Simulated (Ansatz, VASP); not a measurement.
Nb: VASP beside Ansatz

File INCAR:

```
  PREC = Accurate
  ENCUT = 500
  EDIFF = 1E-7
  ISMEAR = -1
  SIGMA = 0.05
  LREAL = F
  LASPH = T
  NELM = 120
  ALGO = Normal
  ISIF = 3
  LWAVE = F
  LCHARG = F
  GGA = PS
  IVDW = 13
  IBRION = 2
  NSW = 80
  EDIFFG = -0.005
  GGA_COMPAT = F
  NELMIN = 4
```

File KPOINTS:

```
Automatic mesh
0
Gamma
  11 11 11
```

The input POSCAR:

```
Nb
1.0
   -1.6639500000      1.6639500000      1.6639500000
    1.6639500000     -1.6639500000      1.6639500000
    1.6639500000      1.6639500000     -1.6639500000
Nb
1
Direct
    0.0000000000      0.0000000000      0.0000000000
```

File input.yaml:

```yaml
crystal:
  lattice:
    - [-1.66395, 1.66395, 1.66395]
    - [1.66395, -1.66395, 1.66395]
    - [1.66395, 1.66395, -1.66395]
  atoms:
    - { symbol: Nb, position: [0.0, 0.0, 0.0] }
kpoints:
  mp_grid: { grid: [11, 11, 11] }
scf:
  occupations: { method: fermi_dirac, width: 0.05 }
hamiltonian:
  xc: pbesol
  dispersion: d4
  pseudopotentials: { kind: all_electron, lapw: { basis_error: 0.001 } }
output:
  forces: true
  stress: true
relax:
  f_tol: 0.005
  max_steps: 60
  cell: {}
```

Alike in both runs: task relaxation of cell and atoms; functional PBEsol; dispersion D4; k mesh 11 × 11 × 11; occupations fermi-dirac, width 0.05 eV; no spin polarisation.

|  | VASP | Ansatz |
| --- | --- | --- |
| version | VASP 6.6.1 | Ansatz 0.2.0 |
| potentials or method | VASP PAW PBE potentials, release 64 (Nb_sv), cutoff 500 eV | all-electron LAPW, scalar-relativistic |

Ansatz gave:

* relaxed volume (Å³/atom): 17.43
* relaxed cell length with the largest relative difference (Å): 2.829

Problem. Which values does VASP return?

Solution. Relaxed volume (Å³/atom): 17.40; relaxed cell length with the largest relative difference (Å): 2.827.

VASP's potentials were made for PBE, not for PBEsol. Ansatz ran all-electron here, and VASP with PAW potentials.
